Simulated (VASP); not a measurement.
Write the native input for VASP 6.6.1 that does the following.

```yaml
Task: single point
Functional: PBE
Potentials_or_basis: VASP PAW PBE potentials, release 64 (Ta_pv, Te)
Cutoff: 520 eV
k_mesh: 12 × 12 × 12
Occupations: gaussian, width 0.05 eV
Spin: collinear spin, ferromagnetic start
Starting_moments: "[2.0, 0.0] μB"
Dipole_correction: no
Further_INCAR_settings: ALGO = Normal; EDIFF = 1e-07; NBANDS = 20
```

The structure of TaTe lies in POSCAR:

```
TaTe
1.0
    0.0000000000      3.1599278669      3.1599278669
    3.1599278669      0.0000000000      3.1599278669
    3.1599278669      3.1599278669      0.0000000000
Ta Te
1 1
Direct
    0.0000000000      0.0000000000      0.0000000000
    0.2500000000      0.2500000000      0.2500000000
```

One way to write it, as run:

INCAR

```
SYSTEM = TaTe
  PREC = Accurate
  ENCUT = 520
  EDIFF = 1E-7
  ISMEAR = 0
  SIGMA = 0.05
  LREAL = .FALSE.
  LASPH = .TRUE.
  NELM = 150
  ALGO = Normal
  ISIF = 2
  LWAVE = .FALSE.
  LCHARG = .FALSE.
  ISPIN = 2
  MAGMOM = 2 0
  LORBIT = 11
  LMAXMIX = 4
  GGA = PE
  NBANDS = 20
```

KPOINTS

```
Automatic mesh
0
G
  12 12 12
  0 0 0
```

Potentials or basis: VASP PAW PBE potentials, release 64 (Ta_pv, Te).

Launch:

```console
$ cat potpaw_PBE.64/Ta_pv/POTCAR potpaw_PBE.64/Te/POTCAR > POTCAR
$ mpirun -np 1 vasp_std > vasp.out
```

Results of the run:

- Pressure: 0.2 GPa
- Net moment: 2.13 μB per cell
- Site moments: Ta +1.44; Te -0.04 μB
- Valence electrons inside the program's atomic spheres: Ta 8.78; Te 3.51

Run time: 78 s on 1 thread of Intel(R) Xeon(R) 6975P-C (Granite Rapids), with other jobs on the host, peak memory 0.33 GiB.
